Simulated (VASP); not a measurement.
Set up this calculation in VASP 6.6.1, as the native input.

* Task: single point
* Functional: r2SCAN
* Dispersion: D4
* Potentials or basis: VASP PAW PBE potentials, release 64 (N, B)
* Cutoff: 520 eV
* k mesh: 12 × 12 × 4
* Occupations: fermi-dirac, width 0.05 eV
* Spin: no spin polarisation
* Dipole correction: no
* Further INCAR settings: ALGO = Normal; EDIFF = 1e-07; NBANDS = 16

The system is BN.

```
N B
1.0
     2.54724    0.00000    0.00000
    -1.27362    2.20597    0.00000
     0.00000    0.00000    6.76584
N B
2 2
Direct
  0.66667 0.33333 0.25000
  0.33333 0.66667 0.75000
  0.66667 0.33333 0.75000
  0.33333 0.66667 0.25000
```

The input as run:

POSCAR

```
BN
1.0
    2.5472375375      0.0000000000      0.0000000000
   -1.2736187687      2.2059724170      0.0000000000
    0.0000000000      0.0000000000      6.7658448057
N B
2 2
Direct
    0.6666666667      0.3333333333      0.2500000000
    0.3333333333      0.6666666667      0.7500000000
    0.6666666667      0.3333333333      0.7500000000
    0.3333333333      0.6666666667      0.2500000000
```

INCAR.step1

```
  ALGO = Normal
  EDIFF = 1E-4
  ENCUT = 520
  GGA = PE
  ISMEAR = -1
  LASPH = T
  LCHARG = F
  LREAL = F
  LWAVE = T
  NBANDS = 16
  NELM = 100
  PREC = Accurate
  SIGMA = 0.05
```

INCAR.step2

```
  ALGO = Normal
  EDIFF = 1E-7
  ENCUT = 520
  ISIF = 2
  ISMEAR = -1
  ISTART = 1
  IVDW = 13
  LASPH = T
  LCHARG = F
  LMIXTAU = T
  LREAL = F
  LWAVE = F
  METAGGA = R2SCAN
  NBANDS = 16
  NELM = 100
  PREC = Accurate
  SIGMA = 0.05
  VDW_A1 = 0.51559235
  VDW_A2 = 5.77342911
  VDW_S6 = 1.0
  VDW_S8 = 0.6018749
```

KPOINTS

```
k-points
0
Gamma
  12 12 4
```

Potentials or basis: VASP PAW PBE potentials, release 64 (N, B).

Run with:

```console
$ cat potpaw_PBE.64/N/POTCAR potpaw_PBE.64/B/POTCAR > POTCAR
$ cp INCAR.step1 INCAR
$ mpirun -np 1 vasp_std > vasp.out
$ cp INCAR.step2 INCAR
$ mpirun -np 1 vasp_std > vasp.out
```

Results of the run:

| Quantity | Value |
| --- | --- |
| Pressure | -12.8 GPa |
| Band gap on the k mesh | 4.81 eV, indirect (least direct gap 5.22 eV) |
| Dispersion energy per atom | -0.066 eV |

Caveat: the PAW data sets were made with another functional, which shifts forces and pressure a little.

It took 120 s on 1 thread of Intel(R) Xeon(R) Platinum 8488C (Sapphire Rapids), with other jobs on the host, peak memory 0.16 GiB.
